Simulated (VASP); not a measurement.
# Mo (Im-3m) in VASP: a series of runs, part 2 of 2

VASP 6.6.1.

**4. Single point, PBE**

The input, INCAR:

```
ALGO = Fast
EDIFF = 1E-6
ENCUT = 520
GGA = PE
ISIF = 2
ISMEAR = 0
LASPH = T
LCHARG = F
LREAL = F
LWAVE = F
NBANDS = 13
NELM = 100
PREC = Accurate
SIGMA = 0.025
```

The input, KPOINTS:

```
k-points
0
Gamma
  12 12 12
```

The input, POSCAR:

```
Mo
1.0
   -1.5838089719      1.5838089719      1.5838089719
    1.5838089719     -1.5838089719      1.5838089719
    1.5838089719      1.5838089719     -1.5838089719
Mo
1
Direct
    0.0000000000      0.0000000000      0.0000000000
```

Potentials or basis: VASP PAW PBE potentials, release 64 (Mo_sv).

Run with:

```console
cat potpaw_PBE.64/Mo_sv/POTCAR > POTCAR
mpirun -np 1 vasp_std > vasp.out
```

OUTCAR:

```text
EDIFF = 1E-6
   ENCUT = 520
   GGA = PE
   ISIF = 2
   ISMEAR = 0
   LASPH = T
   LREAL = F
   NELM = 100
   PREC = Accurate

 ion  position               nearest neighbor table
   1  0.000  0.000  0.000-

  LATTYP: Found a body centered cubic cell.
 ALAT       =     3.1676179438

  Lattice vectors:

 A1 = (  -1.5838089719,   1.5838089719,   1.5838089719)
 A2 = (   1.5838089719,  -1.5838089719,   1.5838089719)
 A3 = (   1.5838089719,   1.5838089719,  -1.5838089719)

Analysis of symmetry for initial positions (statically):
=====================================================================
 Subroutine PRICEL returns:
 Original cell was already a primitive cell.

 Routine SETGRP: Setting up the symmetry group for a
 body centered cubic supercell.

 Subroutine GETGRP returns: Found 48 space group operations
 (whereof 48 operations were pure point group operations)
 out of a pool of 48 trial point group operations.

The static configuration has the point symmetry O_h .

Analysis of symmetry for dynamics (positions and initial velocities):
=====================================================================
 Subroutine PRICEL returns:
 Original cell was already a primitive cell.

 Routine SETGRP: Setting up the symmetry group for a
 body centered cubic supercell.

 Subroutine GETGRP returns: Found 48 space group operations
 (whereof 48 operations were pure point group operations)
 out of a pool of 48 trial point group operations.

The dynamic configuration has the point symmetry O_h .

 Subroutine INISYM returns: Found 48 space group operations
 (whereof 48 operations are pure point group operations),
 and found     1 'primitive' translations

----------------------------------------------------------------------------------------

                                     Primitive cell

  volume of cell :      15.8916

  direct lattice vectors                    reciprocal lattice vectors
    -1.583808972  1.583808972  1.583808972     0.000000000  0.315694638  0.315694638
     1.583808972 -1.583808972  1.583808972     0.315694638  0.000000000  0.315694638
     1.583808972  1.583808972 -1.583808972     0.315694638  0.315694638  0.000000000

  length of vectors
     2.743237609  2.743237609  2.743237609     0.446459639  0.446459639  0.446459639

  position of ions in fractional coordinates (direct lattice)
     0.000000000  0.000000000  0.000000000

  ion indices of the primitive-cell ions
   primitive index   ion index
                 1           1

----------------------------------------------------------------------------------------

 KPOINTS: k-points

Automatic generation of k-mesh.
 Grid dimensions read from file:
 generate k-points for:   12   12   12

 Generating k-lattice:

  Cartesian coordinates                     Fractional coordinates (reciprocal lattice)
     0.000000000  0.026307886  0.026307886     0.083333333  0.000000000  0.000000000
     0.026307886  0.000000000  0.026307886     0.000000000  0.083333333  0.000000000
     0.026307886  0.026307886  0.000000000     0.000000000  0.000000000  0.083333333

  Length of vectors
     0.037204970  0.037204970  0.037204970

  Shift w.r.t. Gamma in fractional coordinates (k-lattice)
     0.000000000  0.000000000  0.000000000

 Subroutine IBZKPT returns following result:
 ===========================================

 Found     72 irreducible k-points:

 Following reciprocal coordinates:
            Coordinates               Weight
  0.000000  0.000000  0.000000      1.000000
  0.083333  0.000000  0.000000     12.000000
  0.166667  0.000000  0.000000     12.000000
  0.250000  0.000000  0.000000     12.000000
  0.333333  0.000000  0.000000     12.000000
  0.416667  0.000000  0.000000     12.000000
[... 16 lines left out ...]
  0.333333  0.083333  0.083333     24.000000
  0.416667  0.083333  0.083333     12.000000
 [... further k-points ...]
   k-points           NKPTS =     72   k-points in BZ     NKDIM =     72   number of bands    NBANDS=     13
   number of dos      NEDOS =    301   number of ions     NIONS =      1
   total plane-waves  NPLWV =   8000
   dimension x,y,z NGX =    20 NGY =   20 NGZ =   20
   dimension x,y,z NGXF=    40 NGYF=   40 NGZF=   40
   ions per type =               1
   NGX,Y,Z   is equivalent  to a cutoff of  12.12, 12.12, 12.12 a.u.
   NGXF,Y,Z  is equivalent  to a cutoff of  24.24, 24.24, 24.24 a.u.
 SYSTEM =  unknown system
   PREC   = accura    normal or accurate (medium, high low for compatibility)
   ISTART =      0    job   : 0-new  1-cont  2-samecut
   ICHARG =      2    charge: 1-file 2-atom 10-const
   ISPIN  =      1    spin polarized calculation?
   LNONCOLLINEAR =      F non collinear calculations
   LSORBIT =      F    spin-orbit coupling
   LASPH  =      T    aspherical Exc in radial PAW
   ENCUT  =  520.0 eV  38.22 Ry    6.18 a.u.   5.10  5.10  5.10*2*pi/ulx,y,z
   NELM   =    100;   NELMIN=  2; NELMDL= -5     # of ELM steps
   EDIFF  = 0.1E-05   stopping-criterion for ELM
   LREAL  =      F    real-space projection
   EDIFFG = 0.1E-04   stopping-criterion for IOM
   NSW    =      0    number of steps for IOM
   IBRION =     -1    ionic relax: 0-MD 1-quasi-New 2-CG
   NFREE  =      0    steps in history (QN), initial steepest desc. (CG)
   ISIF   =      2    stress and relaxation
   ISYM   =      2    0-nonsym 1-usesym 2-fastsym
   POTIM  = 0.5000    time-step for ionic-motion
   TEBEG  =    0.0;   TEEND  =   0.0 temperature during run
   PSTRESS=    0.0 pullay stress
   NELECT =      14.0000    total number of electrons
   NUPDOWN=      -1.0000    fix difference up-down
   EMIN   =  10.00;   EMAX   =-10.00  energy-range for DOS
   EFERMI =   0.00;   METHOD = LEGACY
   ISMEAR =     0;   SIGMA  =   0.03  broadening in eV -4-tet -1-fermi 0-gaus
   EFERMI_NEDOS =   21; number of points for ismear=-14 and -15
   IALGO  =     68    algorithm
   IMIX   =      4    mixing-type and parameters
     AMIX     =   0.40;   BMIX     =  1.00
     AMIX_MAG =   1.60;   BMIX_MAG =  1.00
  volume/ion in A,a.u.               =      15.89       107.24
  Fermi-wavevector in a.u.,A,eV,Ry     =   1.569380  2.965698 33.510508  2.462953
  Thomas-Fermi vector in A             =   2.671271
   LORBIT       =      0    0 simple, 1 ext, 2 COOP (PROOUT), +10 PAW based schemes
   GGA     = PE    functional components
   LHFCALC =     F    Hartree Fock is set to
   AEXX    =    0.0000 exact exchange contribution
   IVDW    =     0    specifies the selected vdW correction
   LEPSILON=     F    determine dielectric tensor
   LRPA    =     F    only Hartree local field effects (RPA)
 non-spin polarized calculation
 RMM-DIIS sequential band-by-band and
 Gauss-broadening in eV      SIGMA  =   0.03
  energy-cutoff  :      520.00
  volume of cell :       15.89
 maximum number of plane-waves:       442
   NGX = 11   NGY = 11   NGZ = 11

 number of electron      14.0000005 magnetization

 Free energy of the ion-electron system (eV)
  ---------------------------------------------------
  ext. energy  EPLUGINS =         0.00000000
  ---------------------------------------------------
  free energy    TOTEN  =       -10.94983286 eV

  energy without entropy =      -10.94970843  energy(sigma->0) =      -10.94977064

 E-fermi :  12.2774     XC(G=0): -13.2973

 val. band max:       12.2754431935   @ k =   0.5000   0.5000   0.0833
 cond. band min:      12.3342694564   @ k =  -0.3333   0.3333   0.2500
 fundamental gap:      0.0588262630
 Fermi energy:        12.2773560179

 k-point     1 :       0.0000    0.0000    0.0000
  band No.  band energies     occupation
      1     -48.9482      2.00000
      2     -22.2514      2.00000
      3     -22.2514      2.00000
      4     -22.2514      2.00000
      5       5.1490      2.00000
      6      10.9984      2.00000
      7      10.9984      2.00000
      8      10.9984      2.00000
      9      13.9628      0.00000
     10      13.9628      0.00000
     11      27.1363      0.00000
     12      27.1363      0.00000
     13      27.1363      0.00000
[... 353 lines left out ...]
 k-point    24 :       0.4167    0.0833    0.0833
  band No.  band energies     occupation
      1     -48.6957      2.00000
      2     -23.4931      2.00000
      3     -22.7389      2.00000
      4     -22.3507      2.00000
      5       7.6694      2.00000
      6       8.9978      2.00000
      7      12.6196      0.00000
      8      14.1426      0.00000
      9      14.6274      0.00000
     10      18.5626      0.00000
     11      23.1689      0.00000
     12      24.7769      0.00000
     13      28.1434      0.00000

 [... further k-points ...]
[... 5 lines left out ...]
  --------------------------------------------------------------------------------------
  -------------------------------------------------------------------------------------
  Total       -0.1397090     -0.1397090     -0.1397090      0.0000000      0.0000000     -0.0000000
  in kB      -14.0853158    -14.0853158    -14.0853158      0.0000000      0.0000000     -0.0000000
  external PRESSURE =     -14.0853158 kB  Pullay stress =       0.0000000 kB

 VOLUME and BASIS-vectors are now :
 -----------------------------------------------------------------------------
  energy-cutoff  :      520.00
  volume of cell :       15.89
      direct lattice vectors                 reciprocal lattice vectors
    -1.583808972  1.583808972  1.583808972     0.000000000  0.315694638  0.315694638
     1.583808972 -1.583808972  1.583808972     0.315694638  0.000000000  0.315694638
     1.583808972  1.583808972 -1.583808972     0.315694638  0.315694638  0.000000000

 POSITION                                       TOTAL-FORCE (eV/Angst)
 -----------------------------------------------------------------------------------
      0.00000      0.00000      0.00000         0.000000     -0.000000      0.000000
 -----------------------------------------------------------------------------------
    total drift:                                0.000000     -0.000000      0.000000

  FREE ENERGIE OF THE ION-ELECTRON SYSTEM (eV)
  ---------------------------------------------------
  free  energy   TOTEN  =       -10.9498328574 eV

  energy  without entropy=      -10.9497084254  energy(sigma->0) =      -10.94977064
```

Wall time 8.1 s (1 thread of Intel Xeon Platinum 8488C (Sapphire Rapids), shared host); peak memory 0.12 GiB.

Results:

```yaml
Free_energy: -10.9498 eV
Pressure: -1.4 GPa
Band_gap_on_the_k_mesh: zero (band 7 reaches 16.22 eV, above the bottom of band 8 at 11.00 eV)
```

**5. Single point, revPBE**

This run uses another cell than the first one, of 15.93 Å³/atom, 1.002 times its volume.

The input, INCAR:

```
ALGO = Normal
EDIFF = 1E-6
ENCUT = 520
GGA = RE
ISIF = 2
ISMEAR = -1
LASPH = True
LCHARG = False
LREAL = False
LWAVE = False
NBANDS = 13
NELM = 60
PREC = Accurate
SIGMA = 0.05
```

KPOINTS is that of step 4.

The input, POSCAR:

```
Mo
1.0
   -1.5849911803      1.5849911803      1.5849911803
    1.5849911803     -1.5849911803      1.5849911803
    1.5849911803      1.5849911803     -1.5849911803
Mo
1
Direct
    0.0000000000      0.0000000000      0.0000000000
```

Run with:

```console
cat potpaw_PBE.64/Mo_sv/POTCAR > POTCAR
mpirun -np 1 vasp_std > vasp.out
```

Wall time 9.8 s (1 thread of Intel Xeon Platinum 8488C (Sapphire Rapids), shared host); peak memory 0.13 GiB.

Results (log left out):

| Quantity | Value |
| --- | --- |
| Free energy | -10.4991 eV |
| Pressure | 0.5 GPa |
| Band gap on the k mesh | zero (band 7 reaches 16.21 eV, above the bottom of band 8 at 11.02 eV) |

Levels at points of the mesh, in eV from the Fermi level:
```tsv
k point	band 3	band 4	band 5	band 6	band 7	band 8	band 9	band 10	band 11	band 12
(0.00, 0.00, 0.00)	-34.55	-34.55	-7.12	-1.28	-1.28	-1.28	1.68	1.68	14.84	14.84
(0.50, 0.00, 0.00)	-34.98	-34.56	-5.16	-3.27	1.60	1.69	2.31	4.65	11.41	11.96
(0.50, 0.50, 0.50)	-35.47	-35.47	-5.25	-5.25	3.91	3.91	3.91	8.97	8.97	8.97
```

Caveat: the PAW data sets were made with another functional, which shifts forces and pressure a little.

**6. Overview**

| level | cell | smearing | gap on the mesh (eV) | pressure (GPa) |
| --- | --- | --- | --- | --- |
| PBE | a = 2.743 Å, angles 109.5°, 1 atom | gaussian 0.02 eV | none | -1.4 |
| PBE | a = 2.743 Å, angles 109.5°, 1 atom | gaussian 0.014 eV | none | -1.4 |
| PBE | a = 2.743 Å, angles 109.5°, 1 atom | gaussian 0.025 eV | none | -1.4 |
| revPBE | a = 2.745 Å, angles 109.5°, 1 atom | fermi-dirac 0.05 eV | none | 0.5 |

Alike in all rows: task single point; potentials or basis VASP PAW PBE potentials, release 64 (Mo_sv); no spin polarisation; k mesh 12 × 12 × 12; cutoff (eV) 520.

Every run on the cell as given and a fine mesh finds a metal. The pressure there spans -1.4 GPa (PBE) to 0.5 GPa (revPBE); a positive pressure means that this level wants a larger cell, a negative one a smaller.

Caveats: the PAW data sets were made with another functional, which shifts forces and pressure a little (some runs).

Total energies depend on the potentials used, so only differences within one code and one set of settings carry meaning.
